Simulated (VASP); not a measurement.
The system is W.

```
CELL_PARAMETERS angstrom
2.74070 0.00000 0.00000
-0.91357 2.58396 0.00000
-0.91357 -1.29198 2.23777
ATOMIC_POSITIONS crystal
W 0.00000 0.00000 0.00000
```

Base run:

- Program: VASP 6.6.1
- Functional: r2SCAN
- Potentials or basis: VASP PAW PBE potentials, release 64 (W_sv)
- Cutoff: 520 eV
- k mesh: 10 × 10 × 10
- Occupations: fermi-dirac, width 0.1 eV
- Spin: no spin polarisation

Its results: band gap on the k mesh zero (band 7 reaches 16.63 eV, above the bottom of band 8 at 10.01 eV); pressure 2.6 GPa.

Task: The run is repeated on the same cell with these changes: k mesh from 10 × 10 × 10 to 6 × 6 × 6. What comes out?

Result: Band gap on the k mesh zero (band 7 reaches 16.66 eV, above the bottom of band 8 at 10.03 eV); pressure 0.3 GPa.

Caveats: some runs use coarse meshes; the PAW data sets were made with another functional, which shifts forces and pressure a little; spin-orbit coupling is left out, which moves the levels of the heavy elements.
